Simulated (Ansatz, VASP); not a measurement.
# Two plane-wave programs on Al3Cu2

```
Al Cu
1.0
     4.10169    0.00000    0.00000
    -2.05085    3.55217    0.00000
     0.00000    0.00000    4.99038
Al Cu
3 2
Direct
  0.00000 0.00000 0.00000
  0.33333 0.66667 0.35010
  0.66667 0.33333 0.64990
  0.33333 0.66667 0.84004
  0.66667 0.33333 0.15996
```

Alike in both runs: functional r2SCAN; k mesh 12 × 12 × 8; occupations gaussian, width 0.1 eV; no spin polarisation.

Ansatz relaxed the structure, and its values are those at the end. VASP's run is a single point on that final structure, the one shown.

|  | VASP | Ansatz |
| --- | --- | --- |
| version | VASP 6.6.1 | Ansatz 0.2.0 |
| potentials or method | VASP PAW PBE potentials, release 64 (Al, Cu), cutoff 520 eV | scalar-relativistic, plane waves, PAW |
| valence electrons in the cell | 31 | 47 |

|  | VASP | Ansatz | Ansatz less VASP |
| --- | --- | --- | --- |
| gap on the k mesh at the Fermi level (eV) | none | none | - |
| pressure (GPa) | -0.1 | 0.0 | +0.10 |

VASP's potentials were made for PBE, not for r2SCAN. A gap of «none» marks a metal or a gap that the smearing closes. VASP's potentials hold 31 valence electrons a cell and Ansatz's 47, so a difference there can come from the potentials and not from the codes.
